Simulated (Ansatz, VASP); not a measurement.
# One calculation of Al, two programs

Contents of POSCAR:

```
Al
1.0
    0.0000000000      2.0251003354      2.0251003354
    2.0251003354      0.0000000000      2.0251003354
    2.0251003354      2.0251003354      0.0000000000
Al
1
Direct
    0.0000000000      0.0000000000      0.0000000000
```

Contents of INCAR.step1:

```
ALGO = Normal ; EDIFF = 1E-4
ENCUT = 600 ; GGA = PE
ISMEAR = -1 ; LASPH = True
LCHARG = False ; LREAL = False
LWAVE = True ; NELM = 80
PREC = Accurate ; SIGMA = 0.05
```

INCAR.step2

```
ALGO = Normal ; EDIFF = 1E-7
EDIFFG = -0.005 ; ENCUT = 600
IBRION = 2 ; ISIF = 3
ISMEAR = -1 ; ISTART = 1
LASPH = True ; LCHARG = False
LMIXTAU = True ; LREAL = False
LWAVE = False ; METAGGA = R2SCAN
NELM = 80 ; NSW = 60
PREC = Accurate ; SIGMA = 0.05
```

KPOINTS

```
k-points
0
Gamma
  18 18 18
```

Input for Ansatz:

```yaml
crystal:
  lattice:
    - [0.0, 2.0251003354, 2.0251003354]
    - [2.0251003354, 0.0, 2.0251003354]
    - [2.0251003354, 2.0251003354, 0.0]
  atoms:
    - { symbol: Al, position: [0.0, 0.0, 0.0] }
kpoints:
  mp_grid: { grid: [18, 18, 18] }
scf:
  occupations: { method: fermi_dirac, width: 0.05 }
hamiltonian:
  xc: r2scan
  pseudopotentials: { kind: paw }
output:
  forces: true
  stress: true
relax:
  f_tol: 0.005
  max_steps: 40
  cell: {}
```

Alike in both runs: task relaxation of cell and atoms; functional r2SCAN; k mesh 18 × 18 × 18; occupations fermi-dirac, width 0.05 eV; no spin polarisation.

|  | VASP | Ansatz |
| --- | --- | --- |
| version | VASP 6.6.1 | Ansatz 0.2.0 |
| potentials or method | VASP PAW PBE potentials, release 64 (Al) | PAW with Ansatz's default frozen-core files, scalar-relativistic |
| plane-wave cutoff (eV) | 600 | 500 |
| valence electrons in the cell | 3 | 3 |

```csv
,VASP,Ansatz,Ansatz less VASP
relaxed volume (Å³/atom),15.84,15.91,+0.063
relaxed length of the cell vector where the two differ most in proportion (Å),2.819,2.823,+0.0037
```

VASP's potentials were made for PBE, not for r2SCAN.
